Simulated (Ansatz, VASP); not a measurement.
## KPd3 in VASP and in Ansatz

INCAR

```
SYSTEM = KPd3
PREC = Accurate
ENCUT = 520
EDIFF = 1E-6
ISMEAR = 0
SIGMA = 0.1
LREAL = .False.
LASPH = .True.
NELM = 60
ALGO = Normal
ISIF = 2
LWAVE = .False.
LCHARG = .False.
GGA = PE
NBANDS = 28
```

The input KPOINTS:

```
Automatic mesh
0
Gamma
  4 4 4
  0 0 0
```

File POSCAR:

```
KPd3
1.0
    0.0000000000      3.7764201600      3.7764201600
    3.7764201600      0.0000000000      3.7764201600
    3.7764201600      3.7764201600      0.0000000000
K Pd
1 3
Direct
    0.0000000000      0.0000000000      0.0000000000
    0.2500000000      0.2500000000      0.2500000000
    0.7500000000      0.7500000000      0.7500000000
    0.5000000000      0.5000000000      0.5000000000
```

Input for Ansatz:

```yaml
crystal:
  lattice:
    - [0.0, 3.77642016, 3.77642016]
    - [3.77642016, 0.0, 3.77642016]
    - [3.77642016, 3.77642016, 0.0]
  atoms:
    - { symbol: K, position: [0.0, 0.0, 0.0] }
    - { symbol: Pd, position: [0.25, 0.25, 0.25] }
    - { symbol: Pd, position: [0.75, 0.75, 0.75] }
    - { symbol: Pd, position: [0.5, 0.5, 0.5] }
basis:
  ecutwfc: 420
kpoints:
  mp_grid: { grid: [4, 4, 4] }
hamiltonian:
  xc: pbe
scf:
  occupations: { method: gaussian, width: 0.1 }
  lower_state_search: "off"
output:
  forces: true
  stress: true
  eigenvalues: true
```

Change from the starting cell: species swapped into the Rb3Na type (Fm-3m, No. 225).

Alike in both runs: task single point; functional PBE; k mesh 4 × 4 × 4; occupations gaussian, width 0.1 eV; no spin polarisation.

|  | VASP | Ansatz |
| --- | --- | --- |
| version | VASP 6.6.1 | Ansatz 0.2.0 |
| potentials or method | VASP PAW PBE potentials, release 64 (K_sv, Pd), cutoff 520 eV | scalar-relativistic, plane waves, PAW |
| valence electrons in the cell | 39 | 63 |

|  | VASP | Ansatz | Ansatz less VASP |
| --- | --- | --- | --- |
| gap on the k mesh at the Fermi level (eV) | none | none | - |
| pressure (GPa) | -9.2 | -9.2 | 0.00 |

A gap of «none» marks a metal or a gap that the smearing closes. The functional is the same, so the differences come from potentials, cutoffs and numerics. VASP's potentials hold 39 valence electrons a cell and Ansatz's 63, so a difference there can come from the potentials and not from the codes.

The k mesh is coarse, so the values compare programs but aren't converged.
